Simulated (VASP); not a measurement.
# GaN (Fm-3m) in VASP: further runs

Runs on GaN. Level: PBE. Tasks: G0W0 quasiparticle levels.

Program: VASP 6.6.1. These are calculated values, not measurements. Logs are shortened: lines on timing, memory, paths and dates and some standing lists are left out, and cuts for length are marked.

### 1 The cell of the first run

Symmetry: Fm-3m, No. 225, cubic system. The conventional cell has a = 4.217 Å, b = 4.217 Å, c = 4.217 Å, α = 90.00°, β = 90.00°, γ = 90.00°. Ga (site symmetry m-3m) has 6 N at 2.11 Å within 2.8 Å. Within 2.8 Å of N (site symmetry m-3m) lie 6 Ga at 2.11 Å.

### 2 G0W0 quasiparticle levels, PBE

The input, POSCAR:

```
GaN
1.0
    0.0000000000      2.1085153689      2.1085153689
    2.1085153689      0.0000000000      2.1085153689
    2.1085153689      2.1085153689      0.0000000000
Ga N
1 1
Direct
    0.5000000000      0.5000000000      0.5000000000
    0.0000000000      0.0000000000      0.0000000000
```

The input, INCAR.step1:

```
SYSTEM = GaN
PREC = Accurate
ENCUT = 500
EDIFF = 1E-8
ISMEAR = 0
SIGMA = 0.01
LREAL = .FALSE.
LASPH = .TRUE.
NELM = 60
ALGO = Normal
LWAVE = .TRUE.
LCHARG = .FALSE.
GGA = PE
```

The input, INCAR.step2:

```
SYSTEM = GaN
PREC = Accurate
ENCUT = 500
EDIFF = 1E-8
ISMEAR = 0
SIGMA = 0.01
LREAL = .FALSE.
LASPH = .TRUE.
NELM = 1
ALGO = Exact
LWAVE = .TRUE.
LCHARG = .FALSE.
GGA = PE
NBANDS = 99
LOPTICS = .TRUE.
ISTART = 1
```

The input, INCAR.step3:

```
SYSTEM = GaN
PREC = Accurate
ENCUT = 500
EDIFF = 1E-8
ISMEAR = 0
SIGMA = 0.01
LREAL = .FALSE.
LASPH = .TRUE.
ALGO = EVGW0
LWAVE = .FALSE.
LCHARG = .FALSE.
GGA = PE
NELMGW = 1
NBANDS = 99
ENCUTGW = 60.0
NOMEGA = 48
PRECFOCK = Fast
ISTART = 1
NBANDSGW = 17
```

The input, KPOINTS:

```
regular mesh
0
G
  4 4 4
  0 0 0
```

Potentials or basis: VASP PAW PBE potentials, release 64 (Ga_d_GW, N_GW).

Run with:

```
$ cat potpaw_PBE.64/Ga_d_GW/POTCAR potpaw_PBE.64/N_GW/POTCAR > POTCAR
$ cp INCAR.step1 INCAR
$ mpirun -np 1 vasp_std > vasp.out
$ cp INCAR.step2 INCAR
$ mpirun -np 1 vasp_std > vasp.out
$ cp INCAR.step3 INCAR
$ mpirun -np 1 vasp_std > vasp.out
```

OUTCAR:

```text
SYSTEM = GaN
   PREC = Accurate
   ENCUT = 500
   EDIFF = 1E-8
   ISMEAR = 0
   LREAL = .FALSE.
   LASPH = .TRUE.
   GGA = PE
   NELMGW = 1
   ENCUTGW = 60.0
   PRECFOCK = Fast
   ISTART = 1

 ion  position               nearest neighbor table
   1  0.500  0.500  0.500-   2 2.11   2 2.11   2 2.11   2 2.11   2 2.11   2 2.11
   2  0.000  0.000  0.000-   1 2.11   1 2.11   1 2.11   1 2.11   1 2.11   1 2.11

  LATTYP: Found a face centered cubic cell.
 ALAT       =     4.2170307378

  Lattice vectors:

 A1 = (   0.0000000000,   2.1085153689,   2.1085153689)
 A2 = (   2.1085153689,   0.0000000000,   2.1085153689)
 A3 = (   2.1085153689,   2.1085153689,   0.0000000000)

Analysis of symmetry for initial positions (statically):
=====================================================================
 Subroutine PRICEL returns:
 Original cell was already a primitive cell.

 Routine SETGRP: Setting up the symmetry group for a
 face centered cubic supercell.

 Subroutine GETGRP returns: Found 48 space group operations
 (whereof 48 operations were pure point group operations)
 out of a pool of 48 trial point group operations.

The static configuration has the point symmetry O_h .

Analysis of symmetry for dynamics (positions and initial velocities):
=====================================================================
 Subroutine PRICEL returns:
 Original cell was already a primitive cell.

 Routine SETGRP: Setting up the symmetry group for a
 face centered cubic supercell.

 Subroutine GETGRP returns: Found 48 space group operations
 (whereof 48 operations were pure point group operations)
 out of a pool of 48 trial point group operations.

The dynamic configuration has the point symmetry O_h .

 Subroutine INISYM returns: Found 48 space group operations
 (whereof 48 operations are pure point group operations),
 and found     1 'primitive' translations

----------------------------------------------------------------------------------------

                                     Primitive cell

  volume of cell :      18.7482

  direct lattice vectors                    reciprocal lattice vectors
[... 46 lines left out ...]
  0.500000  0.000000  0.000000      4.000000
  0.250000  0.250000  0.000000      6.000000
  0.500000  0.250000  0.000000     24.000000
 -0.250000  0.250000  0.000000     12.000000
  0.500000  0.500000  0.000000      3.000000
 -0.250000  0.500000  0.250000      6.000000
   k-points           NKPTS =      8   k-points in BZ     NKDIM =     64   number of bands    NBANDS=     99
   number of dos      NEDOS =    301   number of ions     NIONS =      2
   total plane-waves  NPLWV =  13824
   dimension x,y,z NGX =    24 NGY =   24 NGZ =   24
   dimension x,y,z NGXF=    48 NGYF=   48 NGZF=   48
   ions per type =               1   1
   NGX,Y,Z   is equivalent  to a cutoff of  13.38, 13.38, 13.38 a.u.
   NGXF,Y,Z  is equivalent  to a cutoff of  26.76, 26.76, 26.76 a.u.
 SYSTEM =  GaN
   PREC   = accura    normal or accurate (medium, high low for compatibility)
   ISTART =      1    job   : 0-new  1-cont  2-samecut
   ICHARG =      0    charge: 1-file 2-atom 10-const
   ISPIN  =      1    spin polarized calculation?
   LNONCOLLINEAR =      F non collinear calculations
   LSORBIT =      F    spin-orbit coupling
   LASPH  =      T    aspherical Exc in radial PAW
   ENCUT  =  500.0 eV  36.75 Ry    6.06 a.u.   5.44  5.44  5.44*2*pi/ulx,y,z
   NELM   =     60;   NELMIN=  2; NELMDL=  0     # of ELM steps
   EDIFF  = 0.1E-07   stopping-criterion for ELM
   LREAL  =      F    real-space projection
   EDIFFG = 0.1E-06   stopping-criterion for IOM
   NSW    =      0    number of steps for IOM
   IBRION =     -1    ionic relax: 0-MD 1-quasi-New 2-CG
   NFREE  =      0    steps in history (QN), initial steepest desc. (CG)
   ISIF   =      0    stress and relaxation
   ISYM   =      3    0-nonsym 1-usesym 2-fastsym
   POTIM  = 0.5000    time-step for ionic-motion
   TEBEG  =    0.0;   TEEND  =   0.0 temperature during run
   PSTRESS=    0.0 pullay stress
   NELECT =      18.0000    total number of electrons
   NUPDOWN=      -1.0000    fix difference up-down
   EMIN   =  10.00;   EMAX   =-10.00  energy-range for DOS
   EFERMI =   0.00;   METHOD = LEGACY
   ISMEAR =     0;   SIGMA  =   0.01  broadening in eV -4-tet -1-fermi 0-gaus
   EFERMI_NEDOS =   21; number of points for ismear=-14 and -15
   IALGO  =     38    algorithm
   IMIX   =      4    mixing-type and parameters
     AMIX     =   0.40;   BMIX     =  1.00
     AMIX_MAG =   1.60;   BMIX_MAG =  1.00
  volume/ion in A,a.u.               =       9.37        63.26
  Fermi-wavevector in a.u.,A,eV,Ry     =   1.615024  3.051952 35.488097  2.608302
  Thomas-Fermi vector in A             =   2.709838
   LORBIT       =      0    0 simple, 1 ext, 2 COOP (PROOUT), +10 PAW based schemes
   GGA     = PE    functional components
   LHFCALC =     T    Hartree Fock is set to
   PRECFOCK=fast      Normal, Fast or Accurate (Low or Medium for compatibility)
   ENCUT4O =  -1.0   cutoff for four orbital integrals eV
   NKREDX  =     1    reduce k-point grid by
   NKREDY  =     1    reduce k-point grid by
   NKREDZ  =     1    reduce k-point grid by
   AEXX    =    1.0000 exact exchange contribution
   HFSCREEN=    0.0000 screening length (either q_TF or 0.3 A-1)
   HFSCREENC=   0.0000 screening length for correlation (either q_TF or 0.3 A-1)
   ENCUTFOCK=  -1.0 apply spherical cutoff to Coloumb kernel
   IVDW    =     0    specifies the selected vdW correction
   LEPSILON=     F    determine dielectric tensor
   LRPA    =     F    only Hartree local field effects (RPA)
   LRPAFORCE           =     F    calculate RPA forces
   ENCUTGW             =  60.0    cutoff for response function in eV
   ENCUTGWSOFT         =  48.0    soft cutoff for Coulomb kernel in GW response function in eV
   ENCUTLF             =  -1.0    cutoff for local field effects
   NELMGW              =     1    number of iterations in solving QP/BSE equation
   NELMHF              =     1    number of iterations in the inner HF iteration
   NKREDLFX            =     1    NKREDLFY  =   1   NKREDLFZ  =   1
 non-spin polarized calculation
 Gauss-broadening in eV      SIGMA  =   0.01
  energy-cutoff  :      500.00
  volume of cell :       18.75
 maximum number of plane-waves:       531
 NGX is ok and might be reduce to    24
  NGX = 12; NGY = 12; NGZ = 12
   NGX = 11   NGY = 11   NGZ = 11
 maximum number of plane-waves:        22
 NGX is ok and might be reduce to    10

 QP shifts <psi_nk| G(iteration)W_0 |psi_nk>: iteration 1
 for sc-GW calculations column KS-energies equals QP-energies in previous step
 and V_xc(KS)=  KS-energies - (<T + V_ion + V_H > + <T+V_H+V_ion>^1  + <V_x>^1)

 k-point   1 :       0.0000    0.0000    0.0000
  band No.  KS-energies  QP-energies   sigma(KS)   V_xc(KS)     V^pw_x(r,r')   Z            occupation Imag(sigma)

      1      -9.5544     -10.3926     -15.6925     -14.5245     -24.3765       0.7176       2.0000       1.3912
      2      -6.3393     -10.2104     -26.8852     -21.6467     -34.9668       0.7390       2.0000       0.2520
      3      -6.3393     -10.2104     -26.8852     -21.6467     -34.9668       0.7390       2.0000       0.2520
      4      -6.3393     -10.2104     -26.8852     -21.6467     -34.9668       0.7390       2.0000       0.2520
      5      -6.2413     -10.2404     -27.2504     -21.8506     -35.4549       0.7406       2.0000       0.3055
      6      -6.2413     -10.2404     -27.2504     -21.8506     -35.4549       0.7406       2.0000       0.3055
[... 143 lines left out ...]
      3      -6.3318     -10.1666     -26.7350     -21.5467     -34.8067       0.7391       2.0000       0.2622
      4      -6.3150     -10.2140     -26.9899     -21.7032     -35.2414       0.7375       2.0000       0.3268
      5      -6.0538      -9.9950     -27.2955     -21.9805     -35.3906       0.7415       2.0000       0.2471
      6      -3.4507      -5.5211     -22.6196     -19.8340     -30.3625       0.7432       2.0000       0.5566
[... 9 lines left out ...]
     16      35.0817      36.1981     -13.1008     -14.4328      -5.9185       0.8381       0.0000      -1.4171
     17      37.5524      38.8681     -12.7037     -14.2965      -4.6380       0.8261       0.0000      -1.8198
```

OUTCAR.step1:

```text
SYSTEM = GaN
   PREC = Accurate
   ENCUT = 500
   EDIFF = 1E-8
   ISMEAR = 0
   LREAL = .FALSE.
   LASPH = .TRUE.
[... 330 lines left out ...]
      2.10852      2.10852      2.10852        -0.000000      0.000000     -0.000000
      0.00000      0.00000      0.00000         0.000000     -0.000000      0.000000
 -----------------------------------------------------------------------------------
    total drift:                                0.000000     -0.000000      0.000000

  FREE ENERGIE OF THE ION-ELECTRON SYSTEM (eV)
  ---------------------------------------------------
  free  energy   TOTEN  =       -11.0528747440 eV

  energy  without entropy=      -11.0528747440  energy(sigma->0) =      -11.05287474
```

Run time: 80 s. Hardware: 1 thread of AMD EPYC 9R45 (Zen 5), shared host; peak memory 0.16 GiB.

What came out:

```yaml
Band_gap_on_the_k_mesh_mean-field_level: 0.72 eV, indirect (least direct gap 2.80 eV)
Quasiparticle_gap: 1.53 eV
Least_direct_quasiparticle_gap: 3.48 eV
```

Levels at points of the mesh, in eV from the valence-band top:
| k point | band 7 | band 8 | band 9 | band 10 | band 11 | band 12 |
| --- | --- | --- | --- | --- | --- | --- |
| (0.00, 0.00, 0.00) | -0.34 | -0.34 | -0.34 | 2.46 | 14.75 | 14.75 |
| (0.50, 0.00, 0.00) | -8.19 | 0.00 | 0.00 | 4.84 | 9.22 | 9.22 |
| (0.50, 0.50, 0.00) | -7.05 | -2.91 | -2.91 | 0.72 | 7.91 | 12.17 |

Caveat: the k points lie up to 0.65 Å⁻¹ apart; bands, screening cutoff and mesh are small and nothing is extrapolated, so the quasiparticle values aren't converged. A k mesh can miss the band edges.

### 3 G0W0 quasiparticle levels, PBE

POSCAR is that of step 2.

The input, INCAR.step1:

```
PREC = Accurate
ENCUT = 500
EDIFF = 1E-8
ISMEAR = 0
SIGMA = 0.01
LREAL = False
LASPH = True
NELM = 60
ALGO = Normal
LWAVE = True
LCHARG = False
GGA = PE
```

The input, INCAR.step2:

```
PREC = Accurate
ENCUT = 500
EDIFF = 1E-8
ISMEAR = 0
SIGMA = 0.01
LREAL = False
LASPH = True
NELM = 1
ALGO = Exact
LWAVE = True
LCHARG = False
GGA = PE
NBANDS = 69
LOPTICS = True
ISTART = 1
```

The input, INCAR.step3:

```
PREC = Accurate
ENCUT = 500
EDIFF = 1E-8
ISMEAR = 0
SIGMA = 0.01
LREAL = False
LASPH = True
ALGO = EVGW0
LWAVE = False
LCHARG = False
GGA = PE
NELMGW = 1
NBANDS = 69
ENCUTGW = 80.0
NOMEGA = 48
PRECFOCK = Fast
ISTART = 1
NBANDSGW = 17
```

The input, KPOINTS:

```
regular mesh
0
Gamma
  4 4 4
```

Potentials or basis: VASP PAW PBE potentials, release 64 (Ga_d_GW, N_GW).

Run with:

```
$ cat potpaw_PBE.64/Ga_d_GW/POTCAR potpaw_PBE.64/N_GW/POTCAR > POTCAR
$ cp INCAR.step1 INCAR
$ mpirun -np 1 vasp_std > vasp.out
$ cp INCAR.step2 INCAR
$ mpirun -np 1 vasp_std > vasp.out
$ cp INCAR.step3 INCAR
$ mpirun -np 1 vasp_std > vasp.out
```

OUTCAR:

```text
PREC = Accurate
   ENCUT = 500
   EDIFF = 1E-8
   ISMEAR = 0
   LREAL = False
   LASPH = True
   GGA = PE
   NELMGW = 1
   ENCUTGW = 80.0
   PRECFOCK = Fast
   ISTART = 1

 ion  position               nearest neighbor table
   1  0.500  0.500  0.500-   2 2.11   2 2.11   2 2.11   2 2.11   2 2.11   2 2.11
   2  0.000  0.000  0.000-   1 2.11   1 2.11   1 2.11   1 2.11   1 2.11   1 2.11

  LATTYP: Found a face centered cubic cell.
 ALAT       =     4.2170307378

  Lattice vectors:

[... 155 lines left out ...]
   ENCUTLF             =  -1.0    cutoff for local field effects
   NELMGW              =     1    number of iterations in solving QP/BSE equation
   NELMHF              =     1    number of iterations in the inner HF iteration
   NKREDLFX            =     1    NKREDLFY  =   1   NKREDLFZ  =   1
 non-spin polarized calculation
 Gauss-broadening in eV      SIGMA  =   0.01
  energy-cutoff  :      500.00
  volume of cell :       18.75
 maximum number of plane-waves:       531
 NGX is ok and might be reduce to    24
  NGX = 12; NGY = 12; NGZ = 12
   NGX = 11   NGY = 11   NGZ = 11
 maximum number of plane-waves:        34
 NGX is ok and might be reduce to    10

 QP shifts <psi_nk| G(iteration)W_0 |psi_nk>: iteration 1
 for sc-GW calculations column KS-energies equals QP-energies in previous step
 and V_xc(KS)=  KS-energies - (<T + V_ion + V_H > + <T+V_H+V_ion>^1  + <V_x>^1)

 k-point   1 :       0.0000    0.0000    0.0000
  band No.  KS-energies  QP-energies   sigma(KS)   V_xc(KS)     V^pw_x(r,r')   Z            occupation Imag(sigma)

      1      -9.5544     -10.4168     -15.7338     -14.5245     -24.3765       0.7131       2.0000       1.3893
      2      -6.3393      -9.8074     -26.3476     -21.6467     -34.9668       0.7378       2.0000       0.2514
      3      -6.3393      -9.8074     -26.3476     -21.6467     -34.9668       0.7378       2.0000       0.2514
      4      -6.3393      -9.8074     -26.3476     -21.6467     -34.9668       0.7378       2.0000       0.2514
      5      -6.2413      -9.8109     -26.6825     -21.8506     -35.4549       0.7388       2.0000       0.2998
      6      -6.2413      -9.8109     -26.6825     -21.8506     -35.4549       0.7388       2.0000       0.2998
[... 143 lines left out ...]
      3      -6.3318      -9.7684     -26.2038     -21.5467     -34.8067       0.7379       2.0000       0.2606
      4      -6.3150      -9.8052     -26.4441     -21.7032     -35.2414       0.7362       2.0000       0.3222
      5      -6.0538      -9.5723     -26.7355     -21.9805     -35.3906       0.7400       2.0000       0.2461
      6      -3.4507      -5.3057     -22.3336     -19.8340     -30.3625       0.7421       2.0000       0.5845
[... 9 lines left out ...]
     16      35.0817      36.2002     -13.0907     -14.4328      -5.9185       0.8334       0.0000      -1.4229
     17      37.5524      38.8075     -12.7718     -14.2965      -4.6380       0.8232       0.0000      -1.8653
```

OUTCAR.step2:

```text
PREC = Accurate
   ENCUT = 500
   EDIFF = 1E-8
   ISMEAR = 0
   LREAL = False
[... 729 lines left out ...]
     0.00000    12.85736    12.85736    12.85736    -0.00000    -0.00000     0.00000
     1.62673    14.74164    14.74164    14.74164    -0.00000    -0.00000     0.00000
     3.25345    18.19110    18.19110    18.19110    -0.00000    -0.00000     0.00000
     4.88018    21.71233    21.71233    21.71233    -0.00000    -0.00000     0.00000
     6.50691     4.61176     4.61176     4.61176     0.00000    -0.00000     0.00000
     8.13364    -5.08162    -5.08162    -5.08162     0.00000     0.00000    -0.00000
[... 92 lines left out ...]
   159.41928     0.95545     0.95545     0.95545     0.00000     0.00000    -0.00000
   161.04600     0.95653     0.95653     0.95653     0.00000     0.00000    -0.00000
```

Wall time 35 s (1 thread of Intel Xeon 6975P-C, shared host); peak memory 0.18 GiB.

What came out:

```
Band gap on the k mesh, mean-field level : 0.72 eV, indirect (least direct gap 2.80 eV)
Quasiparticle gap                        : 1.53 eV
Least direct quasiparticle gap           : 3.64 eV
```

Caveat: the k points lie up to 0.65 Å⁻¹ apart; bands, screening cutoff and mesh are small and nothing is extrapolated, so the quasiparticle values aren't converged. A k mesh can miss the band edges.
